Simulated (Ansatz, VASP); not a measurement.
One calculation of Si3Bi, two programs

```xyz
4
Lattice="0.0000 3.3775 3.3775 3.3775 0.0000 3.3775 3.3775 3.3775 0.0000" Properties=species:S:1:pos:R:3 pbc="T T T"
Si    1.6887    1.6887    1.6887
Si    5.0662    5.0662    5.0662
Si    3.3775    3.3775    3.3775
Bi    0.0000    0.0000    0.0000
```

Change from the starting cell: species swapped into the Ti3Os type (Fm-3m, No. 225).

Alike in both runs: task relaxation of cell and atoms; functional PBE; k mesh 12 × 12 × 12; occupations gaussian, width 0.1 eV; no spin polarisation.

|  | VASP | Ansatz |
| --- | --- | --- |
| version | VASP 6.6.1 | Ansatz 0.2.0 |
| potentials or method | VASP PAW PBE potentials, release 64 (Si, Bi_d), cutoff 600 eV | scalar-relativistic, plane waves, PAW |
| valence electrons in the cell | 27 | 27 |

|  | VASP | Ansatz | Ansatz less VASP |
| --- | --- | --- | --- |
| gap on the k mesh at the Fermi level, each at its own relaxed structure (eV) | none | none | - |
| relaxed volume (Å³/atom) | 19.88 | 19.89 | +0.003 |
| relaxed length of the cell vector where the two differ most in proportion (Å) | 4.827 | 4.827 | +0.0003 |

A gap of «none» marks a metal or a gap that the smearing closes.

Spin-orbit coupling is off throughout. Noted on VASP's run: too few bands were computed for a metal, which touches its energy and stress.
